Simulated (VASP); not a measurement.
KScS2: single point with HSE06

The system is KScS2.

```
K S Sc
1.0
     4.03342    0.00000    0.00000
     0.00000    4.03342    0.00000
     0.00000    0.00000    5.44030
K S Sc
1 2 1
Direct
  0.00000 0.00000 0.00000
  0.00000 0.00000 0.50000
  0.50000 0.50000 0.00000
  0.50000 0.50000 0.50000
```

```
Program                            : VASP 6.6.1
Task                               : single point
Functional                         : HSE06
Potentials or basis                : VASP PAW PBE potentials, release 64 (K_sv, S, Sc_sv)
Cutoff                             : 520 eV
k mesh                             : 4 × 4 × 4
Occupations                        : fermi-dirac, width 0.02 eV
Spin                               : no spin polarisation
Dipole correction                  : no
Grid for exact exchange (PRECFOCK) : Normal
Further INCAR settings             : ALGO = Normal; EDIFF = 1e-06; NBANDS = 24
Screening parameter                : 0.2079 1/Å
```

```json
{
  "Pressure": "0.2 GPa",
  "Band gap on the k mesh": "0.88 eV, direct"
}
```

Stress tensor (GPa, compression positive):
```
0.19 0.00 0.00
0.00 0.19 0.00
0.00 0.00 0.32
```

Levels at points of the mesh, in eV from the valence-band top:
| k point | band 12 | band 13 | band 14 | band 15 | band 16 | band 17 | band 18 | band 19 | band 20 | band 21 |
| --- | --- | --- | --- | --- | --- | --- | --- | --- | --- | --- |
| (0.00, 0.00, 0.00) | -2.08 | -2.08 | -0.43 | 0.00 | 0.00 | 0.88 | 1.92 | 2.29 | 2.29 | 2.50 |
| (0.50, 0.00, 0.00) | -2.92 | -2.17 | -2.06 | -1.63 | -0.87 | 2.52 | 2.83 | 2.87 | 3.13 | 4.66 |
| (0.50, 0.50, 0.00) | -3.69 | -1.72 | -0.92 | -0.60 | -0.60 | 1.39 | 1.39 | 2.63 | 2.91 | 3.19 |
| (0.00, 0.00, 0.50) | -2.57 | -2.11 | -2.11 | -0.56 | -0.56 | 0.97 | 1.94 | 2.79 | 3.30 | 3.30 |
| (0.50, 0.00, 0.50) | -3.36 | -2.99 | -2.67 | -1.24 | -1.15 | 2.92 | 3.30 | 3.39 | 4.64 | 4.84 |
| (0.50, 0.50, 0.50) | -3.70 | -3.05 | -2.09 | -1.43 | -1.43 | 2.93 | 2.93 | 2.94 | 3.00 | 3.19 |

Run time: 34 min on 1 thread of Intel(R) Xeon(R) Platinum 8488C (Sapphire Rapids), with other jobs on the host, peak memory 0.34 GiB.

Caveat: the PAW data sets were made with another functional, which shifts forces and pressure a little. A k mesh can miss the band edges.
